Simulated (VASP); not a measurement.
Input of a VASP 6.6.1 run:

INCAR

```
SYSTEM = CuHCSO5
PREC = Accurate ; ENCUT = 520
EDIFF = 1E-8 ; ISMEAR = -1
SIGMA = 0.02 ; LREAL = Auto
LASPH = .True. ; NELM = 100
ALGO = Normal ; ISIF = 2
LWAVE = .False. ; LCHARG = .False.
GGA = PE ; LEFG = .True.
NBANDS = 128
```

The input KPOINTS:

```
Automatic mesh
0
Gamma
  3 5 2
  0 0 0
```

Contents of POSCAR:

```
CuHCSO5
1.0
    8.5900000000      0.0000000000      0.0000000000
    0.0000000000      4.8980000000      0.0000000000
   -1.0886109104      0.0000000000     11.9780331042
Cu H C S O
4 4 4 4 20
Direct
    0.2324600000      0.2524100000      0.0340700000
    0.7675400000      0.7524100000      0.4659300000
    0.7675400000      0.7475900000      0.9659300000
    0.2324600000      0.2475900000      0.5340700000
    0.8760000000      0.1720000000      0.2850000000
    0.1240000000      0.6720000000      0.2150000000
    0.1240000000      0.8280000000      0.7150000000
    0.8760000000      0.3280000000      0.7850000000
    0.3962000000      0.1004000000      0.1165000000
    0.6038000000      0.6004000000      0.3835000000
    0.6038000000      0.8996000000      0.8835000000
    0.3962000000      0.3996000000      0.6165000000
    0.8836900000      0.2427400000      0.1210500000
    0.1163100000      0.7427400000      0.3789500000
    0.1163100000      0.7572600000      0.8789500000
    0.8836900000      0.2572600000      0.6210500000
    0.0370000000      0.3735000000      0.1216200000
    0.9630000000      0.8735000000      0.3783800000
    0.9630000000      0.6265000000      0.8783800000
    0.0370000000      0.1265000000      0.6216200000
    0.8337000000      0.2684000000      0.2417100000
    0.1663000000      0.7684000000      0.2582900000
    0.1663000000      0.7316000000      0.7582900000
    0.8337000000      0.2316000000      0.7417100000
    0.7622000000      0.3854000000      0.0528800000
    0.2378000000      0.8854000000      0.4471200000
    0.2378000000      0.6146000000      0.9471200000
    0.7622000000      0.1146000000      0.5528800000
    0.4939000000      0.9930000000      0.1639000000
    0.5061000000      0.4930000000      0.3361000000
    0.5061000000      0.0070000000      0.8361000000
    0.4939000000      0.5070000000      0.6639000000
    0.8917000000      0.9551000000      0.0951500000
    0.1083000000      0.4551000000      0.4048500000
    0.1083000000      0.0449000000      0.9048500000
    0.8917000000      0.5449000000      0.5951500000
```

Potentials or basis: VASP PAW PBE potentials, release 64 (Cu, H, C, S, O).

Run with:

```console
$ cat potpaw_PBE.64/Cu/POTCAR potpaw_PBE.64/H/POTCAR potpaw_PBE.64/C/POTCAR potpaw_PBE.64/S/POTCAR potpaw_PBE.64/O/POTCAR > POTCAR
$ mpirun -np 1 vasp_std > vasp.out
```

Predict the pressure.

13.2 GPa.

What does it give for the largest force?

23.256 eV/Å.

Stress tensor (GPa, compression positive):
```
10.36  0.00  9.26
 0.00 14.31  0.00
 9.26  0.00 14.97
```

Caveat: the cell stands under pressure; without QUAD_EFG the Cq values of the log hold for a quadrupole moment of 1 mb, not for the nuclei; forces of over 1 eV/Å act on the atoms, so gaps and moduli don't describe the material at rest.
